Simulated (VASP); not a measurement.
# Sb3As5P8 (Cm) in VASP: single point with r2SCAN

Aim: the single point of Sb3As5P8 with r2SCAN.

Program: VASP 6.6.1. These are calculated values, not measurements. Logs are shortened: lines on timing, memory, paths and dates and some standing lists are left out, and cuts for length are marked.

### Step 1. The cell of the first run

Symmetry: Cm, No. 8, monoclinic system. Conventional cell: a = 12.766 Å, b = 7.371 Å, c = 7.897 Å, α = 90.00°, β = 122.61°, γ = 90.00°. P (site symmetry 1) has 3 As at 2.45 to 3.00 Å and 3 Sb at 2.45 to 3.00 Å within 3.2 Å. Within 3.2 Å of P (site symmetry m) lie 5 As at 2.45 to 3.00 Å and 1 Sb at 3.00 Å. P (site symmetry 1) has 3 Sb at 2.45 to 3.00 Å and 3 As at 2.45 to 3.00 Å within 3.2 Å. P (site symmetry m) has 4 As at 2.45 to 3.00 Å and 2 Sb at 2.45 to 3.00 Å within 3.2 Å. Within 3.2 Å of P (site symmetry m) lie 2 Sb at 2.45 to 3.00 Å and 4 As at 2.45 to 3.00 Å. P (site symmetry m) has 1 Sb at 2.45 Å and 5 As at 2.45 to 3.00 Å within 3.2 Å. As (site symmetry 1) has 6 P at 2.45 to 3.00 Å within 3.2 Å. As (site symmetry 1) has 6 P at 2.45 to 3.00 Å within 3.2 Å.

### Step 2. Single point, r2SCAN

Contents of POSCAR:

```
Sb3As5P8
1.0
    3.6852644400      2.1276884200      6.6525492600
   -3.6852644400      2.1276884200      6.6525492600
    0.0000000000     -4.2553768200      6.6525492600
P As Sb
8 5 3
Direct
    0.3862614990      0.3862614990      0.3862615008
    0.3862614990      0.3862614990      0.8862615008
    0.3862614990      0.8862614990      0.3862615008
    0.3862614990      0.8862614990      0.8862615008
    0.8862614990      0.3862614990      0.3862615008
    0.8862614990      0.3862614990      0.8862615008
    0.8862614990      0.8862614990      0.3862615008
    0.8862614990      0.8862614990      0.8862615008
    0.1137384997      0.1137384997      0.1137385003
    0.1137384997      0.6137384997      0.1137385003
    0.6137384997      0.1137384997      0.1137385003
    0.6137384997      0.1137384997      0.6137385003
    0.6137384997      0.6137384997      0.6137385003
    0.1137384997      0.1137384997      0.6137385003
    0.1137384997      0.6137384997      0.6137385003
    0.6137384997      0.6137384997      0.1137385003
```

Contents of INCAR.step1:

```
SYSTEM = Sb3As5P8
PREC = Accurate
ENCUT = 520
ISMEAR = -1
SIGMA = 0.05
LREAL = Auto
LASPH = .True.
NELM = 100
NBANDS = 54
GGA = PE
ALGO = Normal
EDIFF = 1E-4
LWAVE = .True.
LCHARG = .False.
```

Contents of INCAR.step2:

```
SYSTEM = Sb3As5P8
PREC = Accurate
ENCUT = 520
EDIFF = 1E-7
ISMEAR = -1
SIGMA = 0.05
LREAL = Auto
LASPH = .True.
NELM = 100
ALGO = Normal
ISIF = 2
LWAVE = .False.
LCHARG = .True.
METAGGA = R2SCAN
LMIXTAU = .True.
LELF = .True.
LVHAR = .True.
NBANDS = 54
ISTART = 1
```

Contents of KPOINTS:

```
Automatic mesh
0
Gamma
  3 3 3
  0 0 0
```

Potentials or basis: VASP PAW PBE potentials, release 64 (P, As, Sb).

The run is started by

```
$ cat potpaw_PBE.64/P/POTCAR potpaw_PBE.64/As/POTCAR potpaw_PBE.64/Sb/POTCAR > POTCAR
$ cp INCAR.step1 INCAR
$ mpirun -np 1 vasp_std > vasp.out
$ cp INCAR.step2 INCAR
$ mpirun -np 1 vasp_std > vasp.out
```

OUTCAR:

```text
SYSTEM = Sb3As5P8
   PREC = Accurate
   ENCUT = 520
   EDIFF = 1E-7
   ISMEAR = -1
   LREAL = Auto
   LASPH = .True.
   NELM = 100
   ISIF = 2
   METAGGA = R2SCAN
   ISTART = 1

 ion  position               nearest neighbor table
   1  0.386  0.386  0.386-  12 2.45  15 2.45  16 2.45  14 3.00
   2  0.386  0.386  0.886-  10 2.45  11 2.45  13 2.45  15 3.00
   3  0.386  0.886  0.386-  13 2.45  14 2.45  11 2.45  15 3.00  16 3.00
   4  0.386  0.886  0.886-   9 2.45  16 2.45  12 2.45  14 3.00
   5  0.886  0.386  0.386-  13 2.45  14 2.45  10 2.45  16 3.00
   6  0.886  0.386  0.886-   9 2.45  16 2.45  15 2.45  14 3.00
   7  0.886  0.886  0.386-  12 2.45  15 2.45   9 2.45
   8  0.886  0.886  0.886-  10 2.45  11 2.45  14 2.45  16 3.00  15 3.00
   9  0.114  0.114  0.114-   4 2.45   6 2.45   7 2.45
  10  0.114  0.614  0.114-   2 2.45   8 2.45   5 2.45
  11  0.614  0.114  0.114-   2 2.45   8 2.45   3 2.45
  12  0.614  0.114  0.614-   1 2.45   7 2.45   4 2.45
  13  0.614  0.614  0.614-   3 2.45   5 2.45   2 2.45
  14  0.114  0.114  0.614-   3 2.45   5 2.45   8 2.45   1 3.00   6 3.00   4 3.00
  15  0.114  0.614  0.614-   1 2.45   7 2.45   6 2.45   3 3.00   2 3.00   8 3.00  16 3.69  16 3.69

  16  0.614  0.614  0.114-   4 2.45   6 2.45   1 2.45   8 3.00   3 3.00   5 3.00  15 3.69  15 3.69

  LATTYP: Found a trigonal (rhomboedric) cell.
 ALAT       =     7.8971288239
 COS(alpha) =     0.5644591814

  Lattice vectors:

 A1 = (   3.6852644400,   2.1276884200,   6.6525492600)
 A2 = (  -3.6852644400,   2.1276884200,   6.6525492600)
 A3 = (   0.0000000000,  -4.2553768200,   6.6525492600)

Analysis of symmetry for initial positions (statically):
=====================================================================
 Subroutine PRICEL returns:
 Original cell was already a primitive cell.

 Routine SETGRP: Setting up the symmetry group for a
 trigonal (rhombohedral) supercell.

 Subroutine GETGRP returns: Found  2 space group operations
 (whereof  1 operations were pure point group operations)
 out of a pool of 12 trial point group operations.

The static configuration has the point symmetry C_1 .
 The point group associated with its full space group is C_1h.

Analysis of symmetry for dynamics (positions and initial velocities):
=====================================================================
 Subroutine PRICEL returns:
 Original cell was already a primitive cell.

 Routine SETGRP: Setting up the symmetry group for a
 trigonal (rhombohedral) supercell.

 Subroutine GETGRP returns: Found  2 space group operations
 (whereof  1 operations were pure point group operations)
 out of a pool of 12 trial point group operations.

The dynamic configuration has the point symmetry C_1 .
 The point group associated with its full space group is C_1h.

 Subroutine INISYM returns: Found  2 space group operations
 (whereof  1 operations are pure point group operations),
 and found     1 'primitive' translations

----------------------------------------------------------------------------------------

                                     Primitive cell

  volume of cell :     312.9796

  direct lattice vectors                    reciprocal lattice vectors
     3.685264440  2.127688420  6.652549260     0.135675474  0.078332272  0.050106105
    -3.685264440  2.127688420  6.652549260    -0.135675474  0.078332272  0.050106105
     0.000000000 -4.255376820  6.652549260     0.000000000 -0.156664543  0.050106105

  length of vectors
     7.897128824  7.897128824  7.897128816     0.164482220  0.164482220  0.164482221

  position of ions in fractional coordinates (direct lattice)
     0.386261499  0.386261499  0.386261501
     0.386261499  0.386261499  0.886261501
     0.386261499  0.886261499  0.386261501
     0.386261499  0.886261499  0.886261501
     0.886261499  0.386261499  0.386261501
     0.886261499  0.386261499  0.886261501
[... 8 lines left out ...]
     0.113738500  0.613738500  0.613738500
     0.613738500  0.613738500  0.113738500

  ion indices of the primitive-cell ions
   primitive index   ion index
                 1           1
                 2           2
                 3           3
                 4           4
                 5           5
                 6           6
[... 8 lines left out ...]
                15          15
                16          16

----------------------------------------------------------------------------------------

 KPOINTS: Automatic mesh

Automatic generation of k-mesh.
 Grid dimensions read from file:
 generate k-points for:    3    3    3

 Generating k-lattice:

  Cartesian coordinates                     Fractional coordinates (reciprocal lattice)
     0.045225158  0.026110757  0.016702035     0.333333333  0.000000000  0.000000000
    -0.045225158  0.026110757  0.016702035     0.000000000  0.333333333  0.000000000
     0.000000000 -0.052221514  0.016702035     0.000000000  0.000000000  0.333333333

  Length of vectors
     0.054827407  0.054827407  0.054827407

  Shift w.r.t. Gamma in fractional coordinates (k-lattice)
     0.000000000  0.000000000  0.000000000

 Subroutine IBZKPT returns following result:
 ===========================================

 Found     10 irreducible k-points:

 Following reciprocal coordinates:
            Coordinates               Weight
  0.000000  0.000000  0.000000      1.000000
  0.333333 -0.000000 -0.000000      4.000000
 -0.000000  0.333333 -0.000000      2.000000
  0.333333  0.333333 -0.000000      4.000000
 -0.333333  0.000000 -0.333333      2.000000
 -0.333333  0.333333  0.000000      4.000000
  0.333333 -0.000000 -0.333333      2.000000
  0.333333  0.333333  0.333333      2.000000
 -0.333333  0.333333  0.333333      4.000000
  0.333333 -0.333333  0.333333      2.000000
   k-points           NKPTS =     10   k-points in BZ     NKDIM =     10   number of bands    NBANDS=     54
   number of dos      NEDOS =    301   number of ions     NIONS =     16
   total plane-waves  NPLWV = 216000
   dimension x,y,z NGX =    60 NGY =   60 NGZ =   60
   dimension x,y,z NGXF=   120 NGYF=  120 NGZF=  120
   ions per type =               8   5   3
   NGX,Y,Z   is equivalent  to a cutoff of  12.63, 12.63, 12.63 a.u.
   NGXF,Y,Z  is equivalent  to a cutoff of  25.26, 25.26, 25.26 a.u.
 SYSTEM =  Sb3As5P8
   PREC   = accura    normal or accurate (medium, high low for compatibility)
   ISTART =      1    job   : 0-new  1-cont  2-samecut
   ICHARG =      0    charge: 1-file 2-atom 10-const
   ISPIN  =      1    spin polarized calculation?
   LNONCOLLINEAR =      F non collinear calculations
   LSORBIT =      F    spin-orbit coupling
   LASPH  =      T    aspherical Exc in radial PAW
   ENCUT  =  520.0 eV  38.22 Ry    6.18 a.u.  14.68 14.68 14.68*2*pi/ulx,y,z
   NELM   =    100;   NELMIN=  2; NELMDL=  0     # of ELM steps
   EDIFF  = 0.1E-06   stopping-criterion for ELM
   LREAL  =      T    real-space projection
   EDIFFG = 0.1E-05   stopping-criterion for IOM
   NSW    =      0    number of steps for IOM
   IBRION =     -1    ionic relax: 0-MD 1-quasi-New 2-CG
   NFREE  =      0    steps in history (QN), initial steepest desc. (CG)
   ISIF   =      2    stress and relaxation
   ISYM   =      2    0-nonsym 1-usesym 2-fastsym
   POTIM  = 0.5000    time-step for ionic-motion
   TEBEG  =    0.0;   TEEND  =   0.0 temperature during run
   PSTRESS=    0.0 pullay stress
   NELECT =      80.0000    total number of electrons
   NUPDOWN=      -1.0000    fix difference up-down
   EMIN   =  10.00;   EMAX   =-10.00  energy-range for DOS
   EFERMI =   0.00;   METHOD = LEGACY
   ISMEAR =    -1;   SIGMA  =   0.05  broadening in eV -4-tet -1-fermi 0-gaus
   EFERMI_NEDOS =   21; number of points for ismear=-14 and -15
   IALGO  =     38    algorithm
   IMIX   =      4    mixing-type and parameters
     AMIX     =   0.40;   BMIX     =  1.00
     AMIX_MAG =   1.60;   BMIX_MAG =  1.00
  volume/ion in A,a.u.               =      19.56       132.01
  Fermi-wavevector in a.u.,A,eV,Ry     =   1.038962  1.963353 14.686688  1.079441
  Thomas-Fermi vector in A             =   2.173470
   LORBIT       =      0    0 simple, 1 ext, 2 COOP (PROOUT), +10 PAW based schemes
   METAGGA = R2SCAN    functional components
   LHFCALC =     F    Hartree Fock is set to
   AEXX    =    0.0000 exact exchange contribution
   IVDW    =     0    specifies the selected vdW correction
   LEPSILON=     F    determine dielectric tensor
   LRPA    =     F    only Hartree local field effects (RPA)
 non-spin polarized calculation
  energy-cutoff  :      520.00
  volume of cell :      312.98
 maximum number of plane-waves:      8440
   NGX = 29   NGY = 29   NGZ = 29

 number of electron      79.9999996 magnetization

 Free energy of the ion-electron system (eV)
  ---------------------------------------------------
  ext. energy  EPLUGINS =         0.00000000
  ---------------------------------------------------
  free energy    TOTEN  =      -219.64161016 eV

  energy without entropy =     -219.62633867  energy(sigma->0) =     -219.63397441

 E-fermi :   8.1675     XC(G=0): -10.8748

 val. band max:        8.1608315905   @ k =   0.0000   0.0000   0.0000
 cond. band min:       8.2575169785   @ k =  -0.3333   0.3333   0.3333
 fundamental gap:      0.0966853880
 Fermi energy:         8.1675459560

 k-point     1 :       0.0000    0.0000    0.0000
  band No.  band energies     occupation
      1      -8.3675      2.00000
      2      -6.6215      2.00000
      3      -5.3695      2.00000
      4      -5.2591      2.00000
      5      -5.2223      2.00000
      6      -5.0733      2.00000
[... 44 lines left out ...]
     51       8.9025      0.00000
     52       8.9324      0.00000

 k-point     2 :       0.3333   -0.0000   -0.0000
  band No.  band energies     occupation
      1      -7.9473      2.00000
      2      -6.7219      2.00000
      3      -6.3711      2.00000
      4      -5.6957      2.00000
      5      -5.4182      2.00000
      6      -5.2634      2.00000
[... 44 lines left out ...]
     51      10.2997      0.00000
     52      10.3503      0.00000
[... 383 lines left out ...]
     51      10.6268      0.00000
     52      10.7283      0.00000

 k-point    10 :       0.3333   -0.3333    0.3333
  band No.  band energies     occupation
      1      -7.4582      2.00000
      2      -7.1959      2.00000
      3      -6.8148      2.00000
      4      -5.8570      2.00000
      5      -5.5296      2.00000
      6      -5.3465      2.00000
[... 44 lines left out ...]
     51      10.6543      0.00000
     52      10.7305      0.00000
 [bands above 52 left out]

------------------------ aborting loop because EDIFF is reached ----------------------------------------

  FORCE on cell =-STRESS in cart. coord.  units (eV):
  Direction    XX          YY          ZZ          XY          YZ          ZX
  --------------------------------------------------------------------------------------
  -------------------------------------------------------------------------------------
  Total       14.0900179     14.2836659     11.5164004      0.1677041      0.0903694     -0.1565245
  in kB       72.1283660     73.1196716     58.9537320      0.8584960      0.4626108     -0.8012665
  external PRESSURE =      68.0672565 kB  Pullay stress =       0.0000000 kB

 VOLUME and BASIS-vectors are now :
 -----------------------------------------------------------------------------
  energy-cutoff  :      520.00
  volume of cell :      312.98
      direct lattice vectors                 reciprocal lattice vectors
     3.685264440  2.127688420  6.652549260     0.135675474  0.078332272  0.050106105
    -3.685264440  2.127688420  6.652549260    -0.135675474  0.078332272  0.050106105
     0.000000000 -4.255376820  6.652549260     0.000000000 -0.156664543  0.050106105

 POSITION                                       TOTAL-FORCE (eV/Angst)
 -----------------------------------------------------------------------------------
      0.00000      0.00000      7.70887         1.145761     -0.522911     -1.208202
      0.00000     -2.12769     11.03515         0.144335     -0.083332      0.372691
     -1.84263      1.06384     11.03515         1.044262      0.751149     -0.378420
     -1.84263     -1.06384     14.36142        -1.063273      0.613881     -0.471563
      1.84263      1.06384     11.03515        -1.063155      0.613813     -0.462158
      1.84263     -1.06384     14.36142         1.025734     -0.730803     -1.208202
[... 8 lines left out ...]
     -1.84263     -1.06384      8.92250        -0.039014      0.022525      1.840194
      0.00000      2.12769      8.92250        -0.020723      0.011964      1.800671
 -----------------------------------------------------------------------------------
    total drift:                               -0.000008      0.000013     -0.028906

  FREE ENERGIE OF THE ION-ELECTRON SYSTEM (eV)
  ---------------------------------------------------
  free  energy   TOTEN  =      -219.6416101606 eV

  energy  without entropy=     -219.6263386663  energy(sigma->0) =     -219.63397441
```

Run time: 8.3 min. Hardware: 1 thread of Intel Xeon 6975P-C (Granite Rapids), shared host; peak memory 0.6 GiB.

What came out:

```
Free energy            : -219.6416 eV
Pressure               : 6.8 GPa
Largest force          : 1.841 eV/Å
Band gap on the k mesh : zero (bands 40 and 41 overlap by 0.49 eV)
```

Forces on the atoms (eV/Å):
```
P    1.146 -0.523 -1.208
P    0.144 -0.083  0.373
P    1.044  0.751 -0.378
P   -1.063  0.614 -0.472
P   -1.063  0.614 -0.462
P    1.026 -0.731 -1.208
P   -1.178  0.680 -0.481
P   -0.128 -1.280 -0.378
As   0.055 -0.055 -0.180
As   0.061  0.030 -0.251
As  -0.070  0.040 -0.310
As   0.075 -0.020 -0.180
As   0.004 -0.068 -0.251
Sb   0.007 -0.004  1.746
Sb  -0.039  0.023  1.840
Sb  -0.021  0.012  1.801
```

Caveat: the cell stands under pressure; semilocal functionals underestimate gaps, and a narrow one can read as zero; the PAW data sets were made with another functional, which shifts forces and pressure a little; spin-orbit coupling is left out, which moves the levels of the heavy elements.

The gap in the log of VASP goes by the Fermi energy; the results here count the filled bands.